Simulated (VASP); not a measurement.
# Mo2Se3 (R-3c) in VASP: further runs

The runs below take Mo2Se3 through single point, with PBE.

All numbers are computed with VASP 6.6.1; they aren't measurements. Logs are shortened: lines on timing, memory, paths and dates and some standing lists are left out, and cuts for length are marked.

### 1 The cell of the first run

Symmetry: R-3c, No. 167, trigonal system. Conventional cell: a = 6.231 Å, b = 6.231 Å, c = 17.744 Å, α = 90.00°, β = 90.00°, γ = 120.00°. Mo (site symmetry 3) has 6 Se at 2.56 to 2.57 Å and 1 Mo at 2.85 Å within 3.4 Å. Within 3.4 Å of Se (site symmetry 2) lie 4 Mo at 2.56 to 2.57 Å.

### 2 Single point, PBE, collinear spin, ferromagnetic start

The input, INCAR:

```
SYSTEM = Mo2Se3
PREC = Accurate
ENCUT = 520
EDIFF = 1E-6
ISMEAR = 0
SIGMA = 0.15
LREAL = .False.
LASPH = .True.
NELM = 150
ALGO = Normal
ISIF = 2
LWAVE = .False.
LCHARG = .True.
ISPIN = 2
MAGMOM = 1 1 1 1 0 0 0 0 0 0
LORBIT = 11
LMAXMIX = 4
GGA = PE
LELF = .True.
LVHAR = .True.
NBANDS = 61
```

The input, KPOINTS:

```
regular mesh
0
Gamma
  2 2 2
  0 0 0
```

The input, POSCAR:

```
Mo2Se3
1.0
    3.1156805068      1.7988389793      5.9146982058
   -3.1156805068      1.7988389793      5.9146982058
    0.0000000000     -3.5976779587      5.9146982058
Mo Se
4 6
Direct
    0.6696565203      0.6696565203      0.6696565203
    0.8303434797      0.8303434797      0.8303434797
    0.1696565203      0.1696565203      0.1696565203
    0.3303434797      0.3303434797      0.3303434797
    0.2500000000      0.9062595535      0.5937404465
    0.9062595535      0.5937404465      0.2500000000
    0.5937404465      0.2500000000      0.9062595535
    0.4062595535      0.7500000000      0.0937404465
    0.7500000000      0.0937404465      0.4062595535
    0.0937404465      0.4062595535      0.7500000000
```

Potentials or basis: VASP PAW PBE potentials, release 64 (Mo_sv, Se).

Command:

```bash
$ cat potpaw_PBE.64/Mo_sv/POTCAR potpaw_PBE.64/Se/POTCAR > POTCAR
$ mpirun -np 1 vasp_std > vasp.out
```

OUTCAR:

```text
SYSTEM = Mo2Se3
   PREC = Accurate
   ENCUT = 520
   EDIFF = 1E-6
   ISMEAR = 0
   LREAL = .False.
   LASPH = .True.
   NELM = 150
   ISIF = 2
   ISPIN = 2
   LORBIT = 11
   GGA = PE

 ion  position               nearest neighbor table
   1  0.670  0.670  0.670-   5 2.56   7 2.56   6 2.56  10 2.57   9 2.57   8 2.57   2 2.85
   2  0.830  0.830  0.830-   7 2.56   5 2.56   6 2.56  10 2.57   8 2.57   9 2.57   1 2.85
   3  0.170  0.170  0.170-   8 2.56   9 2.56  10 2.56   6 2.57   7 2.57   5 2.57   4 2.85
   4  0.330  0.330  0.330-   9 2.56   8 2.56  10 2.56   6 2.57   5 2.57   7 2.57   3 2.85
   5  0.250  0.906  0.594-   1 2.56   2 2.56   4 2.57   3 2.57
   6  0.906  0.594  0.250-   1 2.56   2 2.56   3 2.57   4 2.57
   7  0.594  0.250  0.906-   2 2.56   1 2.56   3 2.57   4 2.57
   8  0.406  0.750  0.094-   3 2.56   4 2.56   2 2.57   1 2.57
   9  0.750  0.094  0.406-   4 2.56   3 2.56   1 2.57   2 2.57
  10  0.094  0.406  0.750-   3 2.56   4 2.56   1 2.57   2 2.57

  LATTYP: Found a trigonal (rhomboedric) cell.
 ALAT       =     6.9229286837
 COS(alpha) =     0.5949057167

  Lattice vectors:

 A1 = (   3.1156805068,   1.7988389793,   5.9146982058)
 A2 = (  -3.1156805068,   1.7988389793,   5.9146982058)
 A3 = (   0.0000000000,  -3.5976779587,   5.9146982058)

Analysis of symmetry for initial positions (statically):
=====================================================================
 Subroutine PRICEL returns:
 Original cell was already a primitive cell.

 Routine SETGRP: Setting up the symmetry group for a
 trigonal (rhombohedral) supercell.

 Subroutine GETGRP returns: Found 12 space group operations
 (whereof  6 operations were pure point group operations)
 out of a pool of 12 trial point group operations.

The static configuration has the point symmetry S_6 .
 The point group associated with its full space group is D_3d.

Analysis of symmetry for dynamics (positions and initial velocities):
=====================================================================
 Subroutine PRICEL returns:
 Original cell was already a primitive cell.

 Routine SETGRP: Setting up the symmetry group for a
 trigonal (rhombohedral) supercell.

 Subroutine GETGRP returns: Found 12 space group operations
 (whereof  6 operations were pure point group operations)
 out of a pool of 12 trial point group operations.

The dynamic configuration has the point symmetry S_6 .
 The point group associated with its full space group is D_3d.

Analysis of structural, dynamic, and magnetic symmetry:
=====================================================================
 Subroutine PRICEL returns:
 Original cell was already a primitive cell.

 Routine SETGRP: Setting up the symmetry group for a
 trigonal (rhombohedral) supercell.

 Subroutine GETGRP returns: Found 12 space group operations
 (whereof  6 operations were pure point group operations)
 out of a pool of 12 trial point group operations.

The overall configuration has the point symmetry S_6 .
 The point group associated with its full space group is D_3d.

 Subroutine INISYM returns: Found 12 space group operations
 (whereof  6 operations are pure point group operations),
 and found     1 'primitive' translations

----------------------------------------------------------------------------------------

                                     Primitive cell

  volume of cell :     198.8974

  direct lattice vectors                    reciprocal lattice vectors
     3.115680507  1.798838979  5.914698206     0.160478585  0.092652354  0.056356778
    -3.115680507  1.798838979  5.914698206    -0.160478585  0.092652354  0.056356778
     0.000000000 -3.597677959  5.914698206     0.000000000 -0.185304709  0.056356778

  length of vectors
     6.922928684  6.922928684  6.922928684     0.193685109  0.193685109  0.193685109

  position of ions in fractional coordinates (direct lattice)
     0.669656520  0.669656520  0.669656520
     0.830343480  0.830343480  0.830343480
     0.169656520  0.169656520  0.169656520
     0.330343480  0.330343480  0.330343480
     0.250000000  0.906259553  0.593740446
     0.906259553  0.593740446  0.250000000
     0.593740446  0.250000000  0.906259553
     0.406259553  0.750000000  0.093740447
     0.750000000  0.093740446  0.406259553
     0.093740446  0.406259553  0.750000000

  ion indices of the primitive-cell ions
[... 57 lines left out ...]
   LNONCOLLINEAR =      F non collinear calculations
   LSORBIT =      F    spin-orbit coupling
   LASPH  =      T    aspherical Exc in radial PAW
   ENCUT  =  520.0 eV  38.22 Ry    6.18 a.u.  12.87 12.87 12.87*2*pi/ulx,y,z
   NELM   =    150;   NELMIN=  2; NELMDL= -5     # of ELM steps
   EDIFF  = 0.1E-05   stopping-criterion for ELM
   LREAL  =      F    real-space projection
   EDIFFG = 0.1E-04   stopping-criterion for IOM
   NSW    =      0    number of steps for IOM
   IBRION =     -1    ionic relax: 0-MD 1-quasi-New 2-CG
   NFREE  =      0    steps in history (QN), initial steepest desc. (CG)
   ISIF   =      2    stress and relaxation
   ISYM   =      2    0-nonsym 1-usesym 2-fastsym
   POTIM  = 0.5000    time-step for ionic-motion
   TEBEG  =    0.0;   TEEND  =   0.0 temperature during run
   PSTRESS=    0.0 pullay stress
   NELECT =      92.0000    total number of electrons
   NUPDOWN=      -1.0000    fix difference up-down
   EMIN   =  10.00;   EMAX   =-10.00  energy-range for DOS
   EFERMI =   0.00;   METHOD = LEGACY
   ISMEAR =     0;   SIGMA  =   0.15  broadening in eV -4-tet -1-fermi 0-gaus
   EFERMI_NEDOS =   21; number of points for ismear=-14 and -15
   IALGO  =     38    algorithm
   IMIX   =      4    mixing-type and parameters
     AMIX     =   0.40;   BMIX     =  1.00
     AMIX_MAG =   1.60;   BMIX_MAG =  1.00
  volume/ion in A,a.u.               =      19.89       134.22
  Fermi-wavevector in a.u.,A,eV,Ry     =   1.266080  2.392544 21.809570  1.602958
  Thomas-Fermi vector in A             =   2.399299
   LORBIT       =     11    0 simple, 1 ext, 2 COOP (PROOUT), +10 PAW based schemes
   GGA     = PE    functional components
   LHFCALC =     F    Hartree Fock is set to
   AEXX    =    0.0000 exact exchange contribution
   IVDW    =     0    specifies the selected vdW correction
   LEPSILON=     F    determine dielectric tensor
   LRPA    =     F    only Hartree local field effects (RPA)
 spin polarized calculation
 Gauss-broadening in eV      SIGMA  =   0.15
  energy-cutoff  :      520.00
  volume of cell :      198.90
 maximum number of plane-waves:      5368
 NGX is ok and might be reduce to    54
   NGX = 25   NGY = 25   NGZ = 25

 number of electron      91.9999999 magnetization       0.4257675

 Free energy of the ion-electron system (eV)
  ---------------------------------------------------
  ext. energy  EPLUGINS =         0.00000000
  ---------------------------------------------------
  free energy    TOTEN  =       -67.42814977 eV

  energy without entropy =      -67.29414891  energy(sigma->0) =      -67.36114934

 E-fermi :   7.4368     XC(G=0): -10.9017

 val. band max:        7.0654115809   @ k =   0.5000   0.5000   0.0000
 cond. band min:       7.4563976688   @ k =   0.5000   0.0000   0.0000
 fundamental gap:      0.3909860879
 Fermi energy:         7.4367686781

 spin component 1

 k-point     1 :       0.0000    0.0000    0.0000
  band No.  band energies     occupation
      1     -54.0607      1.00000
      2     -54.0548      1.00000
      3     -54.0250      1.00000
      4     -54.0197      1.00000
      5     -28.3541      1.00000
      6     -28.3293      1.00000
[... 233 lines left out ...]
     57      10.2338      0.00000
     58      10.2338      0.00000
 Fermi energy:         7.4367686781

 spin component 2

 k-point     1 :       0.0000    0.0000    0.0000
  band No.  band energies     occupation
      1     -54.0012      1.00000
      2     -53.9954      1.00000
      3     -53.9655      1.00000
      4     -53.9602      1.00000
      5     -28.3114      1.00000
      6     -28.2865      1.00000
[... 233 lines left out ...]
     57      10.2650      0.00000
     58      10.2650      0.00000
 [bands above 58 left out]

------------------------ aborting loop because EDIFF is reached ----------------------------------------

  FORCE on cell =-STRESS in cart. coord.  units (eV):
  Direction    XX          YY          ZZ          XY          YZ          ZX
  --------------------------------------------------------------------------------------
  -------------------------------------------------------------------------------------
  Total       -0.7040226     -0.7040226      0.4367959      0.0000000     -0.0000000     -0.0000000
  in kB       -5.6711109     -5.6711109      3.5185209      0.0000000     -0.0000000     -0.0000000
  external PRESSURE =      -2.6079003 kB  Pullay stress =       0.0000000 kB

 VOLUME and BASIS-vectors are now :
 -----------------------------------------------------------------------------
  energy-cutoff  :      520.00
  volume of cell :      198.90
      direct lattice vectors                 reciprocal lattice vectors
     3.115680507  1.798838979  5.914698206     0.160478585  0.092652354  0.056356778
    -3.115680507  1.798838979  5.914698206    -0.160478585  0.092652354  0.056356778
     0.000000000 -3.597677959  5.914698206     0.000000000 -0.185304709  0.056356778

 POSITION                                       TOTAL-FORCE (eV/Angst)
 -----------------------------------------------------------------------------------
      0.00000     -0.00000     11.88245         0.000000     -0.000000      0.006522
      0.00000     -0.00000     14.73369         0.000000      0.000000     -0.006522
      0.00000     -0.00000      3.01040         0.000000     -0.000000      0.006522
      0.00000     -0.00000      5.86165         0.000000      0.000000     -0.006522
     -2.04470     -0.05616     10.35072        -0.006807      0.011790     -0.000000
      0.97371      1.79884     10.35072         0.013614      0.000000     -0.000000
      1.07099     -1.74268     10.35072        -0.006807     -0.011790     -0.000000
     -1.07099      1.74268      7.39337         0.006807      0.011790     -0.000000
      2.04470      0.05616      7.39337         0.006807     -0.011790     -0.000000
     -0.97371     -1.79884      7.39337        -0.013614      0.000000      0.000000
 -----------------------------------------------------------------------------------
    total drift:                                0.000000     -0.000000     -0.000000

  FREE ENERGIE OF THE ION-ELECTRON SYSTEM (eV)
  ---------------------------------------------------
  free  energy   TOTEN  =       -67.4281497650 eV

  energy  without entropy=      -67.2941489120  energy(sigma->0) =      -67.36114934

 total charge

# of ion       s       p       d       tot
------------------------------------------
    1        2.256   6.149   3.972  12.377
    2        2.256   6.149   3.972  12.377
    3        2.256   6.149   3.972  12.377
    4        2.256   6.149   3.972  12.377
    5        1.443   2.367   0.079   3.889
    6        1.443   2.367   0.079   3.889
    7        1.443   2.367   0.079   3.889
    8        1.443   2.367   0.079   3.889
    9        1.443   2.367   0.079   3.889
   10        1.443   2.367   0.079   3.889
--------------------------------------------------
tot         17.682  38.799  16.361  72.842

 magnetization (x)

# of ion       s       p       d       tot
------------------------------------------
    1        0.002   0.001   0.088   0.091
    2        0.002   0.001   0.088   0.091
    3        0.002   0.001   0.088   0.091
    4        0.002   0.001   0.088   0.091
    5        0.000   0.001   0.001   0.002
    6        0.000   0.001   0.001   0.002
    7        0.000   0.001   0.001   0.002
    8        0.000   0.001   0.001   0.002
    9        0.000   0.001   0.001   0.002
   10        0.000   0.001   0.001   0.002
--------------------------------------------------
tot          0.009   0.011   0.356   0.376
```

Wall time 8.6 min (1 thread of AMD EPYC 7R13, shared host); peak memory 0.49 GiB.

Results:

```yaml
Free_energy: -67.4281 eV
Pressure: -0.3 GPa
Largest_force: 0.014 eV/Å
Net_moment: 0.43 μB per cell
Site_moments: Mo +0.09; Se +0.00 μB
Valence_electrons_inside_the_program's_atomic_spheres: Mo 12.38; Se 3.89
```

Forces in eV/Å, atoms in the order of the input:
```
Mo   0.000  0.000  0.007
Mo   0.000  0.000 -0.007
Mo   0.000  0.000  0.007
Mo   0.000  0.000 -0.007
Se  -0.007  0.012  0.000
Se   0.014  0.000  0.000
Se  -0.007 -0.012  0.000
Se   0.007  0.012  0.000
Se   0.007 -0.012  0.000
Se  -0.014  0.000  0.000
```

Stress tensor (GPa, compression positive):
```
-0.57  0.00  0.00
 0.00 -0.57  0.00
 0.00  0.00  0.35
```

Levels at points of the mesh, in eV from the Fermi level:
Spin up:
```csv
k point,band 44,band 45,band 46,band 47,band 48,band 49
"(0.00, 0.00, 0.00)",-0.98,-0.91,-0.91,-0.89,-0.89,0.50
"(0.50, 0.00, 0.00)",-1.02,0.02,0.02,0.08,0.08,0.35
"(0.50, 0.50, 0.00)",-0.86,-0.48,-0.46,0.04,0.09,0.18
"(0.50, 0.50, 0.50)",-0.81,-0.81,-0.81,0.50,0.50,0.56
```
Spin down:
```csv
k point,band 43,band 44,band 45,band 46,band 47,band 48,band 49,band 50
"(0.00, 0.00, 0.00)",-1.07,-0.93,-0.84,-0.84,-0.83,-0.83,0.56,0.66
"(0.50, 0.00, 0.00)",-0.96,-0.96,0.09,0.09,0.14,0.14,0.42,0.42
"(0.50, 0.50, 0.00)",-1.41,-0.79,-0.41,-0.37,0.11,0.16,0.25,0.61
"(0.50, 0.50, 0.50)",-0.74,-0.74,-0.74,-0.74,0.55,0.55,0.63,0.63
```

Caveat: the k points lie up to 0.61 Å⁻¹ apart.

### 3 Single point, PBE

This run uses another cell than the first one, of 19.53 Å³/atom, 0.982 times its volume.

The input, INCAR:

```
SYSTEM = Mo2Se3
PREC = Accurate
ENCUT = 520
EDIFF = 1E-7
ISMEAR = 0
SIGMA = 0.1
LREAL = .FALSE.
LASPH = .TRUE.
NELM = 80
ALGO = Normal
ISIF = 2
LWAVE = .FALSE.
LCHARG = .TRUE.
GGA = PE
LELF = .TRUE.
LVHAR = .TRUE.
NBANDS = 57
```

The input, KPOINTS:

```
Automatic mesh
0
G
  6 6 6
  0 0 0
```

The input, POSCAR:

```
Mo2Se3
1.0
    3.0190584600      1.7430542146      6.1858121163
   -3.0190584600      1.7430542146      6.1858121163
    0.0000000000     -3.4861084292      6.1858121163
Mo Se
4 6
Direct
    0.1691148722      0.1691148722      0.1691148722
    0.3308851278      0.3308851278      0.3308851278
    0.6691148722      0.6691148722      0.6691148722
    0.8308851278      0.8308851278      0.8308851278
    0.7500000000      0.4050241565      0.0949758435
    0.4050241565      0.0949758435      0.7500000000
    0.0949758435      0.7500000000      0.4050241565
    0.9050241565      0.2500000000      0.5949758435
    0.2500000000      0.5949758435      0.9050241565
    0.5949758435      0.9050241565      0.2500000000
```

Potentials or basis: VASP PAW PBE potentials, release 64 (Mo_sv, Se).

Command:

```bash
$ cat potpaw_PBE.64/Mo_sv/POTCAR potpaw_PBE.64/Se/POTCAR > POTCAR
$ mpirun -np 1 vasp_std > vasp.out
```

It took 25 min on 1 thread of AMD EPYC 7R13, shared host; peak memory 0.54 GiB.

The run converged. Its results:

```yaml
Free_energy: -67.4748 eV
Pressure: 0.2 GPa
Largest_force: 0.010 eV/Å
Band_gap_on_the_k_mesh: zero (band 46 reaches 7.65 eV, above the bottom of band 47 at 6.89 eV)
```

Forces in eV/Å, atoms in the order of the input:
```
Mo   0.000  0.000 -0.004
Mo   0.000  0.000  0.004
Mo   0.000  0.000 -0.004
Mo   0.000  0.000  0.004
Se   0.005 -0.009  0.000
Se  -0.010  0.000  0.000
Se   0.005  0.009  0.000
Se  -0.005 -0.009  0.000
Se  -0.005  0.009  0.000
Se   0.010  0.000  0.000
```

Levels at points of the mesh, in eV from the Fermi level:
```
           k point  band 42  band 43  band 44  band 45  band 46  band 47  band 48  band 49  band 50  band 51
(0.00, 0.00, 0.00)    -0.95    -0.95    -0.74    -0.74    -0.60    -0.60    -0.29     0.74     0.74     0.85
(0.50, 0.00, 0.00)    -1.38    -1.03    -1.03     0.16     0.16     0.39     0.39     0.48     0.48     1.41
(0.50, 0.50, 0.00)    -1.76    -1.32    -0.89    -0.49    -0.30     0.27     0.27     0.49     0.83     0.96
(0.50, 0.50, 0.50)    -0.76    -0.76    -0.76    -0.47    -0.47     0.67     0.67     0.81     0.81     0.81
```
